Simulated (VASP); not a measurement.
**AgPb2: single point with PBE**

Crystal: AgPb2.

```
CELL_PARAMETERS angstrom
-1.99884 1.99884 4.90340
1.99884 -1.99884 4.90340
1.99884 1.99884 -4.90340
ATOMIC_POSITIONS crystal
Ag 0.00000 0.00000 0.00000
Pb 0.66500 0.66500 0.00000
Pb 0.33500 0.33500 0.00000
```

```
Program             : VASP 6.6.1
Task                : single point
Functional          : PBE
Potentials or basis : VASP PAW PBE potentials, release 64 (Ag, Pb_d)
Cutoff              : 520 eV
k mesh              : 6 × 6 × 6
Occupations         : gaussian, width 0.1 eV
Spin                : no spin polarisation
```

```yaml
Pressure: 2.4 GPa
Largest_force: 0.316 eV/Å
```

Forces in eV/Å, atoms in the order of the input:
```
Ag   0.000  0.000  0.000
Pb   0.000  0.000 -0.316
Pb   0.000  0.000  0.316
```

Stress tensor (GPa, compression positive):
```
1.96 0.00 0.00
0.00 1.96 0.00
0.00 0.00 3.14
```

Levels at points of the mesh, in eV from the Fermi level:
| k point | band 16 | band 17 | band 18 | band 19 | band 20 | band 21 | band 22 | band 23 | band 24 | band 25 |
| --- | --- | --- | --- | --- | --- | --- | --- | --- | --- | --- |
| (0.00, 0.00, 0.00) | -4.56 | -4.32 | -1.67 | 0.99 | 1.25 | 1.25 | 2.38 | 2.81 | 2.81 | 5.43 |
| (0.50, 0.00, 0.00) | -4.37 | -4.04 | -3.18 | -2.76 | 2.46 | 2.76 | 3.11 | 3.70 | 5.05 | 5.46 |
| (0.50, 0.50, 0.00) | -4.10 | -3.95 | -3.85 | -1.65 | -1.08 | -0.78 | 1.95 | 2.27 | 3.59 | 4.66 |
| (0.50, 0.50, 0.50) | -4.42 | -4.32 | -1.28 | -0.38 | -0.38 | 3.50 | 5.11 | 6.08 | 6.29 | 6.29 |

It took 78 s on 1 thread of Intel(R) Xeon(R) Platinum 8488C (Sapphire Rapids), on a shared host, peak memory 0.27 GiB.

Caveat: the k points lie up to 0.37 Å⁻¹ apart; spin-orbit coupling is left out, which moves the levels of the heavy elements.
